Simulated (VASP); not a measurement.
Here is a VASP 6.6.1 calculation.

Contents of INCAR:

```
SYSTEM = Ir
ALGO     = Normal         ! electronic algorithm
EDIFF    = 1E-6           ! SCF threshold, eV
EDIFFG   = -0.002         ! ionic threshold
ENCUT    = 600            ! plane-wave cutoff, eV
GGA      = PS             ! functional
IBRION   = 2              ! ionic algorithm
ISIF     = 3              ! what is computed and relaxed
ISMEAR   = -1             ! smearing method
LASPH    = .True.         ! aspherical terms in the spheres
LCHARG   = .False.        ! write CHGCAR
LREAL    = .False.        ! projectors in reciprocal space
LWAVE    = .False.        ! write WAVECAR
NELM     = 100            ! most SCF steps
NSW      = 100            ! ionic steps
PREC     = Accurate       ! precision mode
PSTRESS  = 100.0        
SIGMA    = 0.05           ! smearing width, eV
```

The input KPOINTS:

```
k-points
0
Gamma
  24 24 24
  0 0 0
```

Contents of POSCAR:

```
Ir
1.0
    0.0000000000      1.9152318222      1.9152318222
    1.9152318222      0.0000000000      1.9152318222
    1.9152318222      1.9152318222      0.0000000000
Ir
1
Direct
    0.0000000000      0.0000000000      0.0000000000
```

Potentials or basis: VASP PAW PBE potentials, release 64 (Ir).

The run is started by

```bash
$ cat potpaw_PBE.64/Ir/POTCAR > POTCAR
$ mpirun -np 1 vasp_std > vasp.out
```

Task: What does it give for the space group after relaxing (to 0.05 Å)?

Result: Fm-3m (No. 225).

Task: Estimate the relaxed volume.

Result: 13.75 Å³/atom.

Step by step:
```csv
step,energy change (eV),largest force (eV/Å),pressure (GPa),volume (Å³)
1,0.0000,0.0000,1.07,14.05
2,0.2697,0.0000,61.99,12.52
3,0.0093,0.0000,9.60,13.77
4,0.0100,0.0000,9.94,13.75
5,0.0104,0.0000,10.14,13.75
6,0.0092,0.0000,9.53,13.77
7,0.0101,0.0000,9.98,13.75
```

Caveat: the cell is relaxed towards a set pressure, so the enthalpy falls and the energy may rise; the PAW data sets were made with another functional, which shifts forces and pressure a little.
